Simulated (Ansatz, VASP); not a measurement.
**One calculation of AlRu, two programs**

File POSCAR:

```
AlRu
1.0
    2.9916000000      0.0000000000      0.0000000000
    0.0000000000      2.9916000000      0.0000000000
    0.0000000000      0.0000000000      2.9916000000
Ru Al
1 1
Direct
    0.5000000000      0.5000000000      0.5000000000
    0.0000000000      0.0000000000      0.0000000000
```

INCAR.step1

```
PREC = Accurate
ENCUT = 520
EDIFF = 1E-5
ISMEAR = -1
SIGMA = 0.05
LREAL = F
LASPH = T
NELM = 100
ALGO = Normal
ISIF = 2
LWAVE = T
LCHARG = F
GGA = PE
NBANDS = 16
```

INCAR.step2

```
PREC = Accurate
ENCUT = 520
EDIFF = 1E-6
ISMEAR = -1
SIGMA = 0.05
LREAL = F
LASPH = T
NELM = 100
ALGO = Normal
ISIF = 2
LWAVE = F
LCHARG = F
GGA = PE
LHFCALC = T
AEXX = 0.25
PRECFOCK = Normal
ISTART = 1
NBANDS = 16
```

KPOINTS

```
Automatic mesh
0
Gamma
  4 4 4
```

input.yaml

```yaml
crystal:
  lattice:
    - [2.9916, 0.0, 0.0]
    - [0.0, 2.9916, 0.0]
    - [0.0, 0.0, 2.9916]
  atoms:
    - { symbol: Ru, position: [0.5, 0.5, 0.5] }
    - { symbol: Al, position: [0.0, 0.0, 0.0] }
hamiltonian:
  xc: pbe0
  pseudopotentials: { kind: paw }
kpoints:
  mp_grid: { grid: [4, 4, 4] }
scf:
  occupations: { method: fermi_dirac, width: 0.05 }
output:
  forces: true
  stress: true
  eigenvalues: true
```

Alike in both runs: task single point; functional PBE0; k mesh 4 × 4 × 4; occupations fermi-dirac, width 0.05 eV; no spin polarisation.

```csv
,VASP,Ansatz
version,VASP 6.6.1,Ansatz 0.2.0
potentials or method,"VASP PAW PBE potentials, release 64 (Ru_pv, Al)",Ansatz PAW
plane-wave cutoff (eV),520,420
valence electrons in the cell,17,19
```

|  | VASP | Ansatz | Ansatz less VASP |
| --- | --- | --- | --- |
| gap on the k mesh at the Fermi level (eV) | none | none | - |
| pressure (GPa) | -7.2 | -7.2 | +0.07 |

A gap of «none» marks a metal or a gap that the smearing closes. VASP's potentials hold 17 valence electrons a cell and Ansatz's 19, so a difference there can come from the potentials and not from the codes.

The k mesh is coarse, so the values compare programs but aren't converged.
